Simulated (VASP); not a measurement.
# AlCo in VASP: settings compared, part 2 of 2

VASP 6.6.1. Earlier steps stand in the parts before.

### Step 3. Single point, PBE+D3(BJ), collinear spin, ferromagnetic start

This run uses another cell than the first one, of 11.21 Å³/atom.

File INCAR:

```
SYSTEM = AlCo
  PREC = Accurate
  ENCUT = 520
  EDIFF = 1E-7
  ISMEAR = -1
  SIGMA = 0.05
  LREAL = .False.
  LASPH = .True.
  NELM = 150
  ALGO = Fast
  ISIF = 2
  LWAVE = .False.
  LCHARG = .False.
  ISPIN = 2
  MAGMOM = 2 0
  LORBIT = 11
  LMAXMIX = 4
  GGA = PE
  IVDW = 12
  NBANDS = 17
```

File KPOINTS:

```
Automatic mesh
0
Gamma
  9 9 9
  0 0 0
```

File POSCAR:

```
AlCo
1.0
    2.8194032100      0.0000000000      0.0000000000
    0.0000000000      2.8194032100      0.0000000000
    0.0000000000      0.0000000000      2.8194032100
Co Al
1 1
Direct
    0.5000000000      0.5000000000      0.5000000000
    0.0000000000      0.0000000000      0.0000000000
```

Potentials or basis: VASP PAW PBE potentials, release 64 (Co, Al).

The run is started by

```console
$ cat potpaw_PBE.64/Co/POTCAR potpaw_PBE.64/Al/POTCAR > POTCAR
$ mpirun -np 1 vasp_std > vasp.out
```

OUTCAR:

```text
SYSTEM = AlCo
   PREC = Accurate
   ENCUT = 520
   EDIFF = 1E-7
   ISMEAR = -1
   LREAL = .False.
   LASPH = .True.
   NELM = 150
   ISIF = 2
   ISPIN = 2
   LORBIT = 11
   GGA = PE
   IVDW = 12
 IVDW          = 12

 ion  position               nearest neighbor table
   1  0.500  0.500  0.500-   2 2.44   2 2.44   2 2.44   2 2.44   2 2.44   2 2.44   2 2.44   2 2.44

   2  0.000  0.000  0.000-   1 2.44   1 2.44   1 2.44   1 2.44   1 2.44   1 2.44   1 2.44   1 2.44

  LATTYP: Found a simple cubic cell.
 ALAT       =     2.8194032100

  Lattice vectors:

 A1 = (   2.8194032100,   0.0000000000,   0.0000000000)
 A2 = (   0.0000000000,   2.8194032100,   0.0000000000)
 A3 = (   0.0000000000,   0.0000000000,   2.8194032100)

Analysis of symmetry for initial positions (statically):
=====================================================================
 Subroutine PRICEL returns:
 Original cell was already a primitive cell.

 Routine SETGRP: Setting up the symmetry group for a
 simple cubic supercell.

 Subroutine GETGRP returns: Found 48 space group operations
[... 1152 lines left out ...]
     16      33.0118      0.00000
     17      34.5754      0.00000

 [... further k-points ...]

------------------------ aborting loop because EDIFF is reached ----------------------------------------

 Edisp (eV)   -0.89840

 E8    (eV) :    -0.3993

  FORCE on cell =-STRESS in cart. coord.  units (eV):
  Direction    XX          YY          ZZ          XY          YZ          ZX
  --------------------------------------------------------------------------------------
  -------------------------------------------------------------------------------------
  Total      -0.01748    -0.01748    -0.01748     0.00000     0.00000     0.00000
  in kB      -1.24970    -1.24970    -1.24970     0.00000     0.00000     0.00000
  external pressure =       -1.25 kB  Pullay stress =        0.00 kB

 VOLUME and BASIS-vectors are now :
 -----------------------------------------------------------------------------
  energy-cutoff  :      520.00
  volume of cell :       22.41
      direct lattice vectors                 reciprocal lattice vectors
     2.819403210  0.000000000  0.000000000     0.354684990  0.000000000  0.000000000
     0.000000000  2.819403210  0.000000000     0.000000000  0.354684990  0.000000000
     0.000000000  0.000000000  2.819403210     0.000000000  0.000000000  0.354684990

 POSITION                                       TOTAL-FORCE (eV/Angst)
 -----------------------------------------------------------------------------------
      1.40970      1.40970      1.40970         0.000000      0.000000      0.000000
      0.00000      0.00000      0.00000         0.000000      0.000000      0.000000
 -----------------------------------------------------------------------------------
    total drift:                                0.000000     -0.000000     -0.000000

  FREE ENERGIE OF THE ION-ELECTRON SYSTEM (eV)
  ---------------------------------------------------
  free  energy   TOTEN  =       -12.8778734295 eV

  energy  without entropy=      -12.8735487826  energy(sigma->0) =      -12.87571111

 total charge

# of ion       s       p       d       tot
------------------------------------------
    1        0.446   0.534   7.533   8.513
    2        0.399   0.443   0.000   0.842
--------------------------------------------------
tot          0.845   0.978   7.533   9.355

 magnetization (x)

# of ion       s       p       d       tot
------------------------------------------
    1        0.000   0.000  -0.000  -0.000
    2        0.000   0.000   0.000   0.000
--------------------------------------------------
tot          0.000   0.000  -0.000  -0.000
```

OSZICAR:

```text
N       E                     dE             d eps       ncg     rms          rms(c)
DAV:   1     0.384166853036E+02    0.38417E+02   -0.49941E+03  2436   0.757E+02
DAV:   2    -0.111393792524E+02   -0.49556E+02   -0.43926E+02  2648   0.153E+02
DAV:   3    -0.131890851592E+02   -0.20497E+01   -0.20061E+01  2912   0.330E+01
DAV:   4    -0.132189700054E+02   -0.29885E-01   -0.29864E-01  2825   0.349E+00
DAV:   5    -0.132198351558E+02   -0.86515E-03   -0.86509E-03  3062   0.648E-01    0.137E+01
RMM:   6    -0.157025639134E+02   -0.24827E+01   -0.90787E+00  2954   0.306E+01    0.169E+01
RMM:   7    -0.119923552791E+02    0.37102E+01   -0.24112E+00  2786   0.150E+01    0.316E+00
RMM:   8    -0.119886084218E+02    0.37469E-02   -0.24205E-02  2804   0.952E-01    0.120E+00
RMM:   9    -0.119842042437E+02    0.44042E-02   -0.10910E-02  2911   0.756E-01    0.901E-01
RMM:  10    -0.119804015712E+02    0.38027E-02   -0.28294E-03  3123   0.465E-01    0.283E-01
RMM:  11    -0.119794806917E+02    0.92088E-03   -0.10094E-03  3372   0.235E-01    0.135E-01
RMM:  12    -0.119794744538E+02    0.62379E-05   -0.29406E-04  3518   0.105E-01    0.686E-02
RMM:  13    -0.119794733100E+02    0.11438E-05   -0.69556E-05  3559   0.535E-02    0.222E-02
RMM:  14    -0.119794793452E+02   -0.60353E-05   -0.13930E-05  3469   0.216E-02    0.161E-02
RMM:  15    -0.119794780315E+02    0.13137E-05   -0.32221E-06  3480   0.115E-02    0.576E-03
RMM:  16    -0.119794779214E+02    0.11016E-06   -0.10708E-06  3465   0.560E-03    0.153E-03
RMM:  17    -0.119794779559E+02   -0.34497E-07   -0.14852E-07  2150   0.221E-03
   1 F= -.12877873E+02 E0= -.12875711E+02  d E =-.432465E-02  mag=     0.0000
```

Wall time 18 s (1 thread of Intel Xeon Platinum 8488C (Sapphire Rapids), shared host); peak memory 0.17 GiB.

What came out:

- Free energy: -12.8779 eV
- Pressure: -0.1 GPa
- Band gap on the k mesh: zero (filled and empty bands overlap)
- Net moment: 0.00 μB per cell
- Valence electrons inside the program's atomic spheres: Co 8.51; Al 0.84
- Dispersion energy per atom: -0.449 eV

Levels at points of the mesh, in eV from the Fermi level:
Spin up:
| k point | band 3 | band 4 | band 5 | band 6 | band 7 | band 8 | band 9 | band 10 |
| --- | --- | --- | --- | --- | --- | --- | --- | --- |
| (0.00, 0.00, 0.00) | -3.10 | -0.87 | -0.87 | -0.87 | 6.13 | 6.13 | 6.13 | 8.87 |
Spin down:
```csv
k point,band 2,band 3,band 4,band 5,band 6,band 7,band 8,band 9,band 10,band 11
"(0.00, 0.00, 0.00)",-3.10,-3.10,-0.88,-0.88,-0.88,6.13,6.13,6.13,8.87,8.87
```

### Step 4. Single point, BLYP, collinear spin, ferromagnetic start

This run uses another cell than the first one, of 11.21 Å³/atom.

File INCAR:

```
AGGAC = 1.0 ; AGGAX = 1.0
ALDAC = 0.0 ; ALDAX = 1.0
ALGO = Normal ; EDIFF = 1E-6
ENCUT = 520 ; GGA = B5
ISIF = 2 ; ISMEAR = -1
ISPIN = 2 ; LASPH = True
LCHARG = False ; LMAXMIX = 4
LORBIT = 11 ; LREAL = False
LWAVE = False ; MAGMOM = 2 0
NBANDS = 17 ; NELM = 150
PREC = Accurate ; SIGMA = 0.05
```

File KPOINTS:

```
k-points
0
Gamma
  9 9 9
```

POSCAR is that of step 3.

The run is started by

```console
$ cat potpaw_PBE.64/Co/POTCAR potpaw_PBE.64/Al/POTCAR > POTCAR
$ mpirun -np 1 vasp_std > vasp.out
```

It took 16 s on 1 thread of Intel Xeon Platinum 8488C (Sapphire Rapids), shared host; peak memory 0.16 GiB.

The run converged. Its results:

```yaml
Free_energy: -9.9135 eV
Pressure: 12.0 GPa
Band_gap_on_the_k_mesh: zero (filled and empty bands overlap)
Net_moment: 0.00 μB per cell
Valence_electrons_inside_the_program's_atomic_spheres: Co 8.55; Al 0.83
```

Levels at points of the mesh, in eV from the Fermi level:
Spin up:
```tsv
k point	band 3	band 4	band 5	band 6	band 7	band 8	band 9	band 10
(0.00, 0.00, 0.00)	-3.09	-0.95	-0.95	-0.95	6.11	6.11	6.11	9.04
```
Spin down:
```
           k point  band 3  band 4  band 5  band 6  band 7  band 8  band 9  band 10
(0.00, 0.00, 0.00)   -3.08   -0.94   -0.94   -0.94    6.11    6.11    6.11     9.04
```

Caveat: the cell stands under pressure; the PAW data sets were made with another functional, which shifts forces and pressure a little.
